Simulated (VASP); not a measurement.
A run of VASP 6.6.1:

File INCAR:

```
SYSTEM = Se
  PREC = Accurate
  ENCUT = 520
  EDIFF = 1E-6
  ISMEAR = -1
  SIGMA = 0.1
  LREAL = .FALSE.
  LASPH = .TRUE.
  NELM = 60
  ALGO = Normal
  ISIF = 2
  LWAVE = .FALSE.
  LCHARG = .FALSE.
  GGA = CA
  NBANDS = 13
```

Contents of KPOINTS:

```
Automatic mesh
0
G
  15 15 8
  0 0 0
```

Contents of POSCAR:

```
Se
1.0
    3.0553890430      0.0000000000      0.0000000000
   -1.5276945215      2.6460445297      0.0000000000
    0.0000000000      0.0000000000      3.8056335017
Se
2
Direct
    0.3333333333      0.6666666667      0.2500000000
    0.6666666667      0.3333333333      0.7500000000
```

Potentials or basis: VASP PAW LDA potentials, release 64 (Se).

Launch:

```console
$ cat potpaw_LDA.64/Se/POTCAR > POTCAR
$ mpirun -np 1 vasp_std > vasp.out
```

Hardware: 1 thread of Intel(R) Xeon(R) Platinum 8375C CPU @ 2.90GHz (Ice Lake), with other jobs on the host.

**Question.** How long does it take, and how much memory?

**Answer.** Wall time 26 s on 1 thread of Intel(R) Xeon(R) Platinum 8375C CPU @ 2.90GHz (Ice Lake), on a shared host, peak memory 0.15 GiB. Counts: scf iterations 9, k points 135.
